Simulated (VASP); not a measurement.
# Ga2GeO3 (R-3m) in VASP: single point with PBE

Aim: the single point of Ga2GeO3 with PBE.

Everything below comes from runs of VASP 6.6.1. Logs are shortened: lines on timing, memory, paths and dates and some standing lists are left out, and cuts for length are marked.

### 1 The cell of the first run

The structure is trigonal, space group R-3m (No. 166). The conventional cell has a = 4.813 Å, b = 4.813 Å, c = 11.733 Å, α = 90.00°, β = 90.00°, γ = 120.00°. Ga (site symmetry 3m) has 4 Ga at 2.75 to 3.01 Å and 9 O at 2.77 to 2.89 Å and 3 Ge at 2.84 Å within 3.6 Å. Ge (site symmetry -3m) has 6 O at 2.40 Å and 6 Ga at 2.84 Å within 3.2 Å. Within 3.2 Å of O (site symmetry 2/m) lie 2 Ge at 2.40 Å and 4 O at 2.41 Å and 6 Ga at 2.77 to 2.89 Å.

### 2 Single point, PBE

File INCAR:

```
PREC     = Accurate       # precision mode
ENCUT    = 520            # plane-wave cutoff, eV
EDIFF    = 1E-6           # SCF threshold, eV
ISMEAR   = 0              # smearing method
SIGMA    = 0.1            # smearing width, eV
LREAL    = F              # projectors in reciprocal space
LASPH    = T              # aspherical terms in the spheres
NELM     = 80             # most SCF steps
ALGO     = Normal         # electronic algorithm
ISIF     = 2              # what is computed and relaxed
LWAVE    = F              # write WAVECAR
LCHARG   = F              # write CHGCAR
GGA      = PE             # functional
NBANDS   = 38             # bands
```

File KPOINTS:

```
Automatic mesh
0
Gamma
  6 6 6
```

File POSCAR:

```
Ga2GeO3
1.0
    2.4066971600      1.3895072500      3.9108351700
   -2.4066971600      1.3895072500      3.9108351700
    0.0000000000     -2.7790145000      3.9108351700
Ga Ge O
2 1 3
Direct
    0.6170832500      0.6170832500      0.6170832500
    0.3829167500      0.3829167500      0.3829167500
    0.0000000000      0.0000000000      0.0000000000
    0.5000000000      0.0000000000      0.0000000000
    0.0000000000      0.5000000000      0.0000000000
    0.0000000000      0.0000000000      0.5000000000
```

Potentials or basis: VASP PAW PBE potentials, release 64 (Ga_d, Ge_d, O).

Command:

```
> cat potpaw_PBE.64/Ga_d/POTCAR potpaw_PBE.64/Ge_d/POTCAR potpaw_PBE.64/O/POTCAR > POTCAR
> mpirun -np 1 vasp_std > vasp.out
```

OUTCAR:

```text
PREC = Accurate
   ENCUT = 520
   EDIFF = 1E-6
   ISMEAR = 0
   LREAL = F
   LASPH = T
   NELM = 80
   ISIF = 2
   GGA = PE

 ion  position               nearest neighbor table
   1  0.617  0.617  0.617-   2 2.75   3 2.84   3 2.84   3 2.84
   2  0.383  0.383  0.383-   1 2.75   3 2.84   3 2.84   3 2.84
   3  0.000  0.000  0.000-   6 2.40   6 2.40   4 2.40   5 2.40   5 2.40   4 2.40   2 2.84   1 2.84
                             2 2.84   1 2.84   2 2.84   1 2.84
   4  0.500  0.000  0.000-   3 2.40   3 2.40
   5  0.000  0.500  0.000-   3 2.40   3 2.40
   6  0.000  0.000  0.500-   3 2.40   3 2.40

  LATTYP: Found a trigonal (rhomboedric) cell.
 ALAT       =     4.7976612370
 COS(alpha) =     0.4967152996

  Lattice vectors:

 A1 = (   2.4066971600,   1.3895072500,   3.9108351700)
 A2 = (  -2.4066971600,   1.3895072500,   3.9108351700)
 A3 = (   0.0000000000,  -2.7790145000,   3.9108351700)

Analysis of symmetry for initial positions (statically):
=====================================================================
 Subroutine PRICEL returns:
 Original cell was already a primitive cell.

 Routine SETGRP: Setting up the symmetry group for a
 trigonal (rhombohedral) supercell.

 Subroutine GETGRP returns: Found 12 space group operations
 (whereof 12 operations were pure point group operations)
 out of a pool of 12 trial point group operations.

The static configuration has the point symmetry D_3d.

Analysis of symmetry for dynamics (positions and initial velocities):
=====================================================================
 Subroutine PRICEL returns:
 Original cell was already a primitive cell.

 Routine SETGRP: Setting up the symmetry group for a
 trigonal (rhombohedral) supercell.

 Subroutine GETGRP returns: Found 12 space group operations
 (whereof 12 operations were pure point group operations)
 out of a pool of 12 trial point group operations.

The dynamic configuration has the point symmetry D_3d.

 Subroutine INISYM returns: Found 12 space group operations
 (whereof 12 operations are pure point group operations),
 and found     1 'primitive' translations

----------------------------------------------------------------------------------------

                                     Primitive cell

  volume of cell :      78.4699

  direct lattice vectors                    reciprocal lattice vectors
     2.406697160  1.389507250  3.910835170     0.207753600  0.119946597  0.085233286
    -2.406697160  1.389507250  3.910835170    -0.207753600  0.119946597  0.085233286
     0.000000000 -2.779014500  3.910835170     0.000000000 -0.239893195  0.085233286

  length of vectors
     4.797661237  4.797661237  4.797661234     0.254584873  0.254584873  0.254584874

  position of ions in fractional coordinates (direct lattice)
     0.617083250  0.617083250  0.617083250
     0.382916750  0.382916750  0.382916750
     0.000000000  0.000000000  0.000000000
     0.500000000  0.000000000  0.000000000
     0.000000000  0.500000000  0.000000000
     0.000000000  0.000000000  0.500000000

  ion indices of the primitive-cell ions
   primitive index   ion index
                 1           1
                 2           2
                 3           3
                 4           4
                 5           5
                 6           6

----------------------------------------------------------------------------------------

 KPOINTS: Automatic mesh

Automatic generation of k-mesh.
 Grid dimensions read from file:
 generate k-points for:    6    6    6

 Generating k-lattice:

  Cartesian coordinates                     Fractional coordinates (reciprocal lattice)
     0.034625600  0.019991100  0.014205548     0.166666667 -0.000000000  0.000000000
    -0.034625600  0.019991100  0.014205548    -0.000000000  0.166666667  0.000000000
     0.000000000 -0.039982199  0.014205548     0.000000000  0.000000000  0.166666667

  Length of vectors
     0.042430812  0.042430812  0.042430812

  Shift w.r.t. Gamma in fractional coordinates (k-lattice)
     0.000000000  0.000000000  0.000000000

 Subroutine IBZKPT returns following result:
 ===========================================

 Found     32 irreducible k-points:

 Following reciprocal coordinates:
            Coordinates               Weight
  0.000000  0.000000  0.000000      1.000000
  0.166667 -0.000000 -0.000000      6.000000
  0.333333 -0.000000 -0.000000      6.000000
  0.500000 -0.000000 -0.000000      3.000000
  0.166667  0.166667 -0.000000      6.000000
  0.333333  0.166667 -0.000000     12.000000
[... 16 lines left out ...]
  0.500000  0.500000  0.166667      6.000000
 -0.333333  0.500000  0.166667     12.000000
 [... further k-points ...]
   k-points           NKPTS =     32   k-points in BZ     NKDIM =     32   number of bands    NBANDS=     38
   number of dos      NEDOS =    301   number of ions     NIONS =      6
   total plane-waves  NPLWV =  46656
   dimension x,y,z NGX =    36 NGY =   36 NGZ =   36
   dimension x,y,z NGXF=    72 NGYF=   72 NGZF=   72
   ions per type =               2   1   3
   NGX,Y,Z   is equivalent  to a cutoff of  12.47, 12.47, 12.47 a.u.
   NGXF,Y,Z  is equivalent  to a cutoff of  24.95, 24.95, 24.95 a.u.
 SYSTEM =  unknown system
   PREC   = accura    normal or accurate (medium, high low for compatibility)
   ISTART =      0    job   : 0-new  1-cont  2-samecut
   ICHARG =      2    charge: 1-file 2-atom 10-const
   ISPIN  =      1    spin polarized calculation?
   LNONCOLLINEAR =      F non collinear calculations
   LSORBIT =      F    spin-orbit coupling
   LASPH  =      T    aspherical Exc in radial PAW
   ENCUT  =  520.0 eV  38.22 Ry    6.18 a.u.   8.92  8.92  8.92*2*pi/ulx,y,z
   NELM   =     80;   NELMIN=  2; NELMDL= -5     # of ELM steps
   EDIFF  = 0.1E-05   stopping-criterion for ELM
   LREAL  =      F    real-space projection
   EDIFFG = 0.1E-04   stopping-criterion for IOM
   NSW    =      0    number of steps for IOM
   IBRION =     -1    ionic relax: 0-MD 1-quasi-New 2-CG
   NFREE  =      0    steps in history (QN), initial steepest desc. (CG)
   ISIF   =      2    stress and relaxation
   ISYM   =      2    0-nonsym 1-usesym 2-fastsym
   POTIM  = 0.5000    time-step for ionic-motion
   TEBEG  =    0.0;   TEEND  =   0.0 temperature during run
   PSTRESS=    0.0 pullay stress
   NELECT =      58.0000    total number of electrons
   NUPDOWN=      -1.0000    fix difference up-down
   EMIN   =  10.00;   EMAX   =-10.00  energy-range for DOS
   EFERMI =   0.00;   METHOD = LEGACY
   ISMEAR =     0;   SIGMA  =   0.10  broadening in eV -4-tet -1-fermi 0-gaus
   EFERMI_NEDOS =   21; number of points for ismear=-14 and -15
   IALGO  =     38    algorithm
   IMIX   =      4    mixing-type and parameters
     AMIX     =   0.40;   BMIX     =  1.00
     AMIX_MAG =   1.60;   BMIX_MAG =  1.00
  volume/ion in A,a.u.               =      13.08        88.26
  Fermi-wavevector in a.u.,A,eV,Ry     =   1.480187  2.797147 29.809719  2.190953
  Thomas-Fermi vector in A             =   2.594252
   LORBIT       =      0    0 simple, 1 ext, 2 COOP (PROOUT), +10 PAW based schemes
   GGA     = PE    functional components
   LHFCALC =     F    Hartree Fock is set to
   AEXX    =    0.0000 exact exchange contribution
   IVDW    =     0    specifies the selected vdW correction
   LEPSILON=     F    determine dielectric tensor
   LRPA    =     F    only Hartree local field effects (RPA)
 non-spin polarized calculation
 Gauss-broadening in eV      SIGMA  =   0.10
  energy-cutoff  :      520.00
  volume of cell :       78.47
 maximum number of plane-waves:      2138
   NGX = 17   NGY = 17   NGZ = 17

 number of electron      58.0000031 magnetization

 Free energy of the ion-electron system (eV)
  ---------------------------------------------------
  ext. energy  EPLUGINS =         0.00000000
  ---------------------------------------------------
  free energy    TOTEN  =       -23.30272925 eV

  energy without entropy =      -23.27549168  energy(sigma->0) =      -23.28911046

 E-fermi :   4.6994     XC(G=0): -11.3868

 val. band max:        4.6699274360   @ k =   0.5000   0.5000   0.5000
 cond. band min:       4.7188700174   @ k =   0.5000   0.5000  -0.0000
 fundamental gap:      0.0489425814
 Fermi energy:         4.6993925071

 k-point     1 :       0.0000    0.0000    0.0000
  band No.  band energies     occupation
      1     -19.9998      2.00000
      2     -19.9998      2.00000
      3     -19.9683      2.00000
      4     -19.9683      2.00000
      5     -19.9648      2.00000
      6     -13.7429      2.00000
[... 30 lines left out ...]
     37      13.6573      0.00000
     38      14.5606      0.00000

 k-point     2 :       0.1667   -0.0000   -0.0000
  band No.  band energies     occupation
      1     -19.9998      2.00000
      2     -19.9997      2.00000
      3     -19.9684      2.00000
      4     -19.9676      2.00000
      5     -19.9642      2.00000
      6     -13.6297      2.00000
[... 30 lines left out ...]
     37      13.0075      0.00000
     38      13.8244      0.00000

 k-point     3 :       0.3333   -0.0000   -0.0000
  band No.  band energies     occupation
      1     -19.9999      2.00000
      2     -19.9993      2.00000
      3     -19.9685      2.00000
      4     -19.9669      2.00000
      5     -19.9622      2.00000
      6     -13.3254      2.00000
[... 30 lines left out ...]
     37      12.7530      0.00000
     38      12.7992      0.00000

 k-point     4 :       0.5000   -0.0000   -0.0000
  band No.  band energies     occupation
      1     -20.0000      2.00000
      2     -19.9992      2.00000
      3     -19.9686      2.00000
      4     -19.9668      2.00000
      5     -19.9609      2.00000
      6     -13.0601      2.00000
[... 30 lines left out ...]
     37      12.0242      0.00000
     38      12.5397      0.00000
[... 703 lines left out ...]
      4     -19.9657      2.00000
      5     -19.9620      2.00000
      6     -13.0747      2.00000
[... 30 lines left out ...]
     37      11.9298      0.00000
     38      12.7168      0.00000

 k-point    23 :       0.5000    0.5000    0.1667
  band No.  band energies     occupation
      1     -20.0002      2.00000
      2     -19.9991      2.00000
      3     -19.9668      2.00000
      4     -19.9622      2.00000
      5     -19.9607      2.00000
      6     -13.1751      2.00000
[... 30 lines left out ...]
     37      12.0282      0.00000
     38      13.2507      0.00000

 k-point    24 :      -0.3333    0.5000    0.1667
  band No.  band energies     occupation
      1     -20.0001      2.00000
      2     -19.9991      2.00000
      3     -19.9669      2.00000
      4     -19.9634      2.00000
      5     -19.9609      2.00000
      6     -12.9496      2.00000
[... 30 lines left out ...]
     37      11.8735      0.00000
     38      12.8484      0.00000

 [... further k-points ...]

------------------------ aborting loop because EDIFF is reached ----------------------------------------

  FORCE on cell =-STRESS in cart. coord.  units (eV):
  Direction    XX          YY          ZZ          XY          YZ          ZX
  --------------------------------------------------------------------------------------
  -------------------------------------------------------------------------------------
  Total        2.6679086      2.6679086     -3.9768545      0.0000000     -0.0000000      0.0000000
  in kB       54.4726495     54.4726493    -81.1983603      0.0000000     -0.0000000      0.0000000
  external PRESSURE =       9.2489795 kB  Pullay stress =       0.0000000 kB

 VOLUME and BASIS-vectors are now :
 -----------------------------------------------------------------------------
  energy-cutoff  :      520.00
  volume of cell :       78.47
      direct lattice vectors                 reciprocal lattice vectors
     2.406697160  1.389507250  3.910835170     0.207753600  0.119946597  0.085233286
    -2.406697160  1.389507250  3.910835170    -0.207753600  0.119946597  0.085233286
     0.000000000 -2.779014500  3.910835170     0.000000000 -0.239893195  0.085233286

 POSITION                                       TOTAL-FORCE (eV/Angst)
 -----------------------------------------------------------------------------------
      0.00000      0.00000      7.23993         0.000000     -0.000000     -0.379152
      0.00000      0.00000      4.49257         0.000000      0.000000      0.379152
      0.00000      0.00000      0.00000         0.000000      0.000000     -0.000000
      1.20335      0.69475      1.95542         0.000000     -0.000000      0.000000
     -1.20335      0.69475      1.95542        -0.000000      0.000000     -0.000000
      0.00000     -1.38951      1.95542        -0.000000     -0.000000     -0.000000
 -----------------------------------------------------------------------------------
    total drift:                                0.000000      0.000000     -0.000000

  FREE ENERGIE OF THE ION-ELECTRON SYSTEM (eV)
  ---------------------------------------------------
  free  energy   TOTEN  =       -23.3027292474 eV

  energy  without entropy=      -23.2754916782  energy(sigma->0) =      -23.28911046
```

It took 1.7 min on 1 thread of Intel Xeon Platinum 8259CL at 2.50GHz (Skylake/Cascade Lake), shared host; peak memory 0.25 GiB.

Results:

```
Free energy            : -23.3027 eV
Pressure               : 0.9 GPa
Largest force          : 0.379 eV/Å
Band gap on the k mesh : zero (band 29 reaches 5.10 eV, above the bottom of band 30 at 4.41 eV)
```

Forces in eV/Å, atoms in the order of the input:
```
Ga   0.000  0.000 -0.379
Ga   0.000  0.000  0.379
Ge   0.000  0.000  0.000
O    0.000  0.000  0.000
O    0.000  0.000  0.000
O    0.000  0.000  0.000
```
